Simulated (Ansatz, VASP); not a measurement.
**Two plane-wave programs on VSi**

```
V Si
1.0
     0.00000    2.42726    2.42726
     2.42726    0.00000    2.42726
     2.42726    2.42726    0.00000
V Si
1 1
Direct
  0.00000 0.00000 0.00000
  0.50000 0.50000 0.50000
```

Change from the starting cell: volume scaled by 0.98, PAW files.

Alike in both runs: task electric field gradients; functional PBE; k mesh 13 × 13 × 13; occupations fermi-dirac, width 0.03 eV; collinear spin.

```csv
,VASP,Ansatz
version,VASP 6.6.1,Ansatz 0.2.0
potentials or method,"VASP PAW PBE potentials, release 64 (V_sv, Si)","PAW with Ansatz's default frozen-core files, scalar-relativistic"
plane-wave cutoff (eV),520,420
valence electrons in the cell,17,17
```

Ansatz gave:

| Quantity | Value |
| --- | --- |
| pressure (GPa) | 2.9 |
| net moment per atom (μB) | 0.00 |

Q: Estimate VASP's values.

A: Pressure (GPa): 3.0; net moment per atom (μB): 0.00.

Ansatz's warnings: seeded moment not kept.
